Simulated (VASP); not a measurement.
The system is MoSe.

```
CELL_PARAMETERS angstrom
0.00000 2.83929 2.83929
2.83929 0.00000 2.83929
2.83929 2.83929 0.00000
ATOMIC_POSITIONS crystal
Mo 0.00000 0.00000 0.00000
Se 0.25000 0.25000 0.25000
```

Base run:

```yaml
Program: VASP 6.6.1
Functional: PBE
Potentials_or_basis: VASP PAW PBE potentials, release 64 (Mo_sv, Se)
Cutoff: 520 eV
k_mesh: 12 × 12 × 12
Occupations: gaussian, width 0.05 eV
Spin: collinear spin
Starting_moments: "[2.0, 0.0] μB"
Hubbard_terms: Mo d U = 1.0 eV
```

Its results: pressure 1.5 GPa; net moment 1.32 μB per cell; site moments Mo +1.20; Se -0.03 μB.

**Question.** The run is repeated on the same cell with these changes: hubbard terms from Mo d U = 1.0 eV to Mo d U = 7.0 eV. What comes out?

**Answer.** Pressure 27.7 GPa; net moment 4.00 μB per cell; site moments Mo +3.70; Se -0.17 μB.

Caveats: the cell stands under pressure (at least some runs).
